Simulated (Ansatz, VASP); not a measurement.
ZnS: VASP beside Ansatz

```
Zn S
1.0
     3.84551    0.00000    0.00000
    -1.92275    3.33031    0.00000
     0.00000    0.00000    6.30529
Zn S
2 2
Direct
  0.33333 0.66667 0.00522
  0.66667 0.33333 0.50522
  0.33333 0.66667 0.37978
  0.66667 0.33333 0.87978
```

Alike in both runs: functional PBE; k mesh 9 × 9 × 6; occupations gaussian, width 0.02 eV; no spin polarisation.

Ansatz relaxed the structure, and its values are those at the end. VASP's run is a single point on that final structure, the one shown.

|  | VASP | Ansatz |
| --- | --- | --- |
| version | VASP 6.6.1 | Ansatz 0.2.0 |
| potentials or method | VASP PAW PBE potentials, release 64 (Zn, S), cutoff 520 eV | scalar-relativistic, plane waves, PAW |
| valence electrons in the cell | 36 | 36 |

Ansatz gave:

```
gap on the k mesh at the Fermi level (eV) : 2.08
least direct gap on the mesh (eV)         : 2.08
pressure (GPa)                            : 0.0
```

Problem. What did VASP give for the same quantities?

Solution. gap on the k mesh at the Fermi level (eV): 2.08; least direct gap on the mesh (eV): 2.08; pressure (GPa): 0.1.
